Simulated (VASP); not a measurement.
# MgS (R3m) in VASP: a series of runs, part 3 of 3

VASP 6.6.1. Earlier steps stand in the parts before.

### 5 Single point, PBEsol (atoms displaced along a vibrational mode, the cell strained)

The input, INCAR:

```
SYSTEM = MgS
PREC = Accurate ; ENCUT = 520
EDIFF = 1E-6 ; ISMEAR = 0
SIGMA = 0.05 ; LREAL = .False.
LASPH = .True. ; NELM = 60
ALGO = Normal ; ISIF = 2
LWAVE = .False. ; LCHARG = .False.
GGA = PS ; NBANDS = 16
ISYM = 0
```

The input, KPOINTS:

```
regular mesh
0
Gamma
  9 9 8
  0 0 0
```

The input, POSCAR:

```
MgS
1.0
    0.0000000000     -2.8612189182     -2.8612189182
   -2.8612189182      0.0000000000     -2.8612189182
    2.8612189182      2.8612189182     -5.7224378365
Mg S
2 2
Direct
    0.0034727112      0.0034727112     -0.0104196587
    0.4965272888      0.4965272888      0.5104196587
    0.3765685810      0.3765685810      0.8702954498
    0.8734314190      0.8734314190      0.3797045502
```

Started as:

```console
> cat potpaw_PBE.64/Mg/POTCAR potpaw_PBE.64/S/POTCAR > POTCAR
> mpirun -np 1 vasp_std > vasp.out
```

It took 7.9 min on 1 thread of Oxide Virtual Turin-like, shared host; peak memory 0.51 GiB.

The run converged. Its results:

* Free energy: -17.7564 eV
* Pressure: -1.9 GPa
* Largest force: 0.747 eV/Å
* Band gap on the k mesh: 2.98 eV

Forces on the atoms (eV/Å):
```
Mg   0.314  0.314 -0.314
Mg  -0.431 -0.431  0.431
S    0.272  0.272 -0.272
S   -0.155 -0.155  0.155
```

Stress tensor (GPa, compression positive):
```
-1.86  0.20 -0.20
 0.20 -1.86 -0.20
-0.20 -0.20 -1.86
```

Levels at points of the mesh, in eV from the valence-band top:
```tsv
k point	band 4	band 5	band 6	band 7	band 8	band 9	band 10	band 11	band 12	band 13
(0.00, 0.00, 0.00)	-0.61	-0.61	-0.13	0.00	0.00	2.98	4.76	7.27	7.27	7.57
(0.00, 0.00, 0.50)	-1.77	-0.58	-0.58	-0.06	-0.06	4.37	4.71	7.15	7.64	7.64
```

Caveat: the cell differs from its parent crystal (atoms displaced along a vibrational mode, the cell strained); the PAW data sets were made with another functional, which shifts forces and pressure a little. A k mesh can miss the band edges.

### 6 Single point, PBEsol (atoms displaced along a vibrational mode)

The input, INCAR:

```
PREC     = Accurate       # precision mode
ENCUT    = 520            # plane-wave cutoff, eV
EDIFF    = 1E-7           # SCF threshold, eV
ISMEAR   = 0              # smearing method
SIGMA    = 0.05           # smearing width, eV
LREAL    = False          # projectors in reciprocal space
LASPH    = True           # aspherical terms in the spheres
NELM     = 60             # most SCF steps
ALGO     = Normal         # electronic algorithm
ISIF     = 2              # what is computed and relaxed
LWAVE    = False          # write WAVECAR
LCHARG   = False          # write CHGCAR
GGA      = PS             # functional
NBANDS   = 16             # bands
ISYM     = 0
```

The input, KPOINTS:

```
regular mesh
0
Gamma
  9 9 8
```

The input, POSCAR:

```
MgS
1.0
    0.0000000000     -2.8258952279     -2.8258952279
   -2.8258952279      0.0000000000     -2.8258952279
    2.8258952279      2.8258952279     -5.6517904558
Mg S
2 2
Direct
    0.0034727112      0.0034727112     -0.0104196587
    0.4965272888      0.4965272888      0.5104196587
    0.3765685810      0.3765685810      0.8702954498
    0.8734314190      0.8734314190      0.3797045502
```

Potentials or basis: VASP PAW PBE potentials, release 64 (Mg, S).

Started as:

```console
> cat potpaw_PBE.64/Mg/POTCAR potpaw_PBE.64/S/POTCAR > POTCAR
> mpirun -np 1 vasp_std > vasp.out
```

OUTCAR:

```text
PREC = Accurate
   ENCUT = 520
   EDIFF = 1E-7
   ISMEAR = 0
   LREAL = False
   LASPH = True
   NELM = 60
   ISIF = 2
   GGA = PS
   ISYM = 0

 ion  position               nearest neighbor table
   1  0.003  0.003  0.990-   3 2.44   3 2.44   3 2.44   4 2.55
   2  0.497  0.497  0.510-   3 2.35   4 2.46   4 2.46   4 2.46
   3  0.377  0.377  0.870-   2 2.35   1 2.44   1 2.44   1 2.44
   4  0.873  0.873  0.380-   2 2.46   2 2.46   2 2.46   1 2.55

IMPORTANT INFORMATION: All symmetrisations will be switched off!
NOSYMM: (Re-)initialisation of all symmetry stuff for point group C_1.

----------------------------------------------------------------------------------------

                                     Primitive cell

  volume of cell :      90.2668

  direct lattice vectors                    reciprocal lattice vectors
     0.000000000 -2.825895228 -2.825895228     0.088467540 -0.265402621 -0.088467540
    -2.825895228  0.000000000 -2.825895228    -0.265402621  0.088467540 -0.088467540
     2.825895228  2.825895228 -5.651790456     0.088467540  0.088467540 -0.088467540

  length of vectors
     3.996419357  3.996419357  6.922001375     0.293413637  0.293413637  0.153230275

  position of ions in fractional coordinates (direct lattice)
     0.003472711  0.003472711  0.989580341
     0.496527289  0.496527289  0.510419659
     0.376568581  0.376568581  0.870295450
     0.873431419  0.873431419  0.379704550

  ion indices of the primitive-cell ions
   primitive index   ion index
                 1           1
                 2           2
                 3           3
                 4           4

----------------------------------------------------------------------------------------

 KPOINTS: regular mesh

Automatic generation of k-mesh.
 Grid dimensions read from file:
 generate k-points for:    9    9    8

 Generating k-lattice:

  Cartesian coordinates                     Fractional coordinates (reciprocal lattice)
     0.009829727 -0.029489180 -0.009829727     0.111111111  0.000000000  0.000000000
    -0.029489180  0.009829727 -0.009829727     0.000000000  0.111111111  0.000000000
     0.011058443  0.011058443 -0.011058443     0.000000000  0.000000000  0.125000000

  Length of vectors
     0.032601515  0.032601515  0.019153784

  Shift w.r.t. Gamma in fractional coordinates (k-lattice)
     0.000000000  0.000000000  0.000000000

 -----------------------------------------------------------------------------
|                                                                             |
|           W    W    AA    RRRRR   N    N  II  N    N   GGGG   !!!           |
|           W    W   A  A   R    R  NN   N  II  NN   N  G    G  !!!           |
|           W    W  A    A  R    R  N N  N  II  N N  N  G       !!!           |
|           W WW W  AAAAAA  RRRRR   N  N N  II  N  N N  G  GGG   !            |
|           WW  WW  A    A  R   R   N   NN  II  N   NN  G    G                |
|           W    W  A    A  R    R  N    N  II  N    N   GGGG   !!!           |
|                                                                             |
|     Your reciprocal lattice and k-lattice belong to different lattice       |
|     classes:                                                                |
|                                                                             |
|        The reciprocal lattice is rhombohedral (trigonal),                   |
|        whereas your k-lattice is base-centered monoclinic.                  |
|                                                                             |
|     Results are often still useful ...                                      |
|                                                                             |
 -----------------------------------------------------------------------------

 WARNING: IBZKPT: internal override: KBLOWUP is changed to .FALSE.
      ... skipping the blow-up phase ...

 Subroutine IBZKPT returns following result:
 ===========================================

 Found    325 irreducible k-points:

 Following reciprocal coordinates:
            Coordinates               Weight
  0.000000  0.000000  0.000000      1.000000
  0.111111  0.000000  0.000000      2.000000
  0.222222  0.000000  0.000000      2.000000
  0.333333  0.000000  0.000000      2.000000
  0.444444  0.000000  0.000000      2.000000
  0.000000  0.111111  0.000000      2.000000
[... 16 lines left out ...]
 -0.111111  0.222222 -0.000000      2.000000
  0.000000  0.333333  0.000000      2.000000
 [... further k-points ...]
   k-points           NKPTS =    325   k-points in BZ     NKDIM =    325   number of bands    NBANDS=     16
   number of dos      NEDOS =    301   number of ions     NIONS =      4
   total plane-waves  NPLWV =  48600
   dimension x,y,z NGX =    30 NGY =   30 NGZ =   54
   dimension x,y,z NGXF=    60 NGYF=   60 NGZF=  108
   ions per type =               2   2
   NGX,Y,Z   is equivalent  to a cutoff of  12.48, 12.48, 12.97 a.u.
   NGXF,Y,Z  is equivalent  to a cutoff of  24.96, 24.96, 25.94 a.u.
 SYSTEM =  unknown system
   PREC   = accura    normal or accurate (medium, high low for compatibility)
   ISTART =      0    job   : 0-new  1-cont  2-samecut
   ICHARG =      2    charge: 1-file 2-atom 10-const
   ISPIN  =      1    spin polarized calculation?
   LNONCOLLINEAR =      F non collinear calculations
   LSORBIT =      F    spin-orbit coupling
   LASPH  =      T    aspherical Exc in radial PAW
   ENCUT  =  520.0 eV  38.22 Ry    6.18 a.u.   7.43  7.43 12.87*2*pi/ulx,y,z
   NELM   =     60;   NELMIN=  2; NELMDL= -5     # of ELM steps
   EDIFF  = 0.1E-06   stopping-criterion for ELM
   LREAL  =      F    real-space projection
   EDIFFG = 0.1E-05   stopping-criterion for IOM
   NSW    =      0    number of steps for IOM
   IBRION =     -1    ionic relax: 0-MD 1-quasi-New 2-CG
   NFREE  =      0    steps in history (QN), initial steepest desc. (CG)
   ISIF   =      2    stress and relaxation
   ISYM   =      0    0-nonsym 1-usesym 2-fastsym
   POTIM  = 0.5000    time-step for ionic-motion
   TEBEG  =    0.0;   TEEND  =   0.0 temperature during run
   PSTRESS=    0.0 pullay stress
   NELECT =      16.0000    total number of electrons
   NUPDOWN=      -1.0000    fix difference up-down
   EMIN   =  10.00;   EMAX   =-10.00  energy-range for DOS
   EFERMI =   0.00;   METHOD = LEGACY
   ISMEAR =     0;   SIGMA  =   0.05  broadening in eV -4-tet -1-fermi 0-gaus
   EFERMI_NEDOS =   21; number of points for ismear=-14 and -15
   IALGO  =     38    algorithm
   IMIX   =      4    mixing-type and parameters
     AMIX     =   0.40;   BMIX     =  1.00
     AMIX_MAG =   1.60;   BMIX_MAG =  1.00
  volume/ion in A,a.u.               =      22.57       152.29
  Fermi-wavevector in a.u.,A,eV,Ry     =   0.919614  1.737818 11.506303  0.845689
  Thomas-Fermi vector in A             =   2.044827
   LORBIT       =      0    0 simple, 1 ext, 2 COOP (PROOUT), +10 PAW based schemes
   GGA     = PS    functional components
   LHFCALC =     F    Hartree Fock is set to
   AEXX    =    0.0000 exact exchange contribution
   IVDW    =     0    specifies the selected vdW correction
   LEPSILON=     F    determine dielectric tensor
   LRPA    =     F    only Hartree local field effects (RPA)
 non-spin polarized calculation
 Gauss-broadening in eV      SIGMA  =   0.05
  energy-cutoff  :      520.00
  volume of cell :       90.27
 maximum number of plane-waves:      2454
 NGX is ok and might be reduce to    30
   NGX = 15   NGY = 15   NGZ = 25

 number of electron      16.0000001 magnetization

 Free energy of the ion-electron system (eV)
  ---------------------------------------------------
  ext. energy  EPLUGINS =         0.00000000
  ---------------------------------------------------
  free energy    TOTEN  =       -17.77472494 eV

  energy without entropy =      -17.77472494  energy(sigma->0) =      -17.77472494

 E-fermi :   1.3823     XC(G=0):  -8.5956

 val. band max:        1.1719802115   @ k =   0.0000   0.0000   0.0000
 cond. band min:       4.3284011802   @ k =   0.0000   0.0000   0.0000
 fundamental gap:      3.1564209686
 Fermi energy:         1.3822525526

 k-point     1 :       0.0000    0.0000    0.0000
  band No.  band energies     occupation
      1     -10.3427      2.00000
      2      -9.4743      2.00000
      3      -2.1826      2.00000
      4       0.5521      2.00000
      5       0.5521      2.00000
      6       1.0442      2.00000
[... 433 lines left out ...]
      3      -1.4980      2.00000
      4      -1.2531      2.00000
      5      -0.8372      2.00000
      6       0.1567      2.00000
[... 8 lines left out ...]
     15       9.9263      0.00000
     16      10.4614      0.00000

 [... further k-points ...]
[... 5 lines left out ...]
  --------------------------------------------------------------------------------------
  -------------------------------------------------------------------------------------
  Total        0.0910048      0.0910050      0.0910190      0.1230494     -0.1230204     -0.1230198
  in kB        1.6152752      1.6152791      1.6155285      2.1840462     -2.1835328     -2.1835205
  external PRESSURE =       1.6153609 kB  Pullay stress =       0.0000000 kB

 VOLUME and BASIS-vectors are now :
 -----------------------------------------------------------------------------
  energy-cutoff  :      520.00
  volume of cell :       90.27
      direct lattice vectors                 reciprocal lattice vectors
     0.000000000 -2.825895228 -2.825895228     0.088467540 -0.265402621 -0.088467540
    -2.825895228  0.000000000 -2.825895228    -0.265402621  0.088467540 -0.088467540
     2.825895228  2.825895228 -5.651790456     0.088467540  0.088467540 -0.088467540

 POSITION                                       TOTAL-FORCE (eV/Angst)
 -----------------------------------------------------------------------------------
      2.78664      2.78664     -5.61253         0.343717      0.343717     -0.343764
      0.03926      0.03926     -5.69105        -0.471348     -0.471348      0.471387
      1.39522      1.39522     -7.04701         0.309924      0.309924     -0.309742
     -1.39522     -1.39522     -7.08246        -0.182293     -0.182293      0.182119
 -----------------------------------------------------------------------------------
    total drift:                                0.000006      0.000006     -0.000006

  FREE ENERGIE OF THE ION-ELECTRON SYSTEM (eV)
  ---------------------------------------------------
  free  energy   TOTEN  =       -17.7747249381 eV

  energy  without entropy=      -17.7747249381  energy(sigma->0) =      -17.77472494
```

It took 8.5 min on 1 thread of Oxide Virtual Turin-like, shared host; peak memory 0.5 GiB.

Results:

```
Free energy            : -17.7747 eV
Pressure               : 0.2 GPa
Largest force          : 0.816 eV/Å
Band gap on the k mesh : 3.16 eV
```

Forces in eV/Å, atoms in the order of the input:
```
Mg   0.344  0.344 -0.344
Mg  -0.471 -0.471  0.471
S    0.310  0.310 -0.310
S   -0.182 -0.182  0.182
```

Stress tensor (GPa, compression positive):
```
 0.16  0.22 -0.22
 0.22  0.16 -0.22
-0.22 -0.22  0.16
```

Caveat: the cell differs from its parent crystal (atoms displaced along a vibrational mode); the PAW data sets were made with another functional, which shifts forces and pressure a little.

### 7 Overview

| cell | gap on the mesh (eV) | pressure (GPa) | largest force (eV/Å) |
| --- | --- | --- | --- |
| a = 3.897, b = 3.897, c = 6.749 Å, angles 73.2, 73.2, 60.0°, 4 atoms | 3.54 | 5.4 | 0.97 |
| a = 3.946, b = 3.946, c = 6.835 Å, angles 73.2, 73.2, 60.0°, 4 atoms | 3.34 | 2.6 | 0.89 |
| a = 4.096, b = 4.096, c = 7.095 Å, angles 73.2, 73.2, 60.0°, 4 atoms | 2.81 | -3.6 | 0.68 |
| a = 4.046, b = 4.046, c = 7.009 Å, angles 73.2, 73.2, 60.0°, 4 atoms | 2.98 | -1.9 | 0.75 |
| a = 3.996, b = 3.996, c = 6.922 Å, angles 73.2, 73.2, 60.0°, 4 atoms | 3.16 | 0.2 | 0.82 |

Alike in all rows: task single point; level PBEsol; potentials or basis VASP PAW PBE potentials, release 64 (Mg, S); no spin polarisation; k mesh 9 × 9 × 8; cutoff (eV) 520; smearing gaussian 0.05 eV.

Caveats: the PAW data sets were made with another functional, which shifts forces and pressure a little; the cell stands under pressure (at least some runs); the cell stands under tension (at least some runs).

Absolute energies hang on the potentials; compare differences alone.
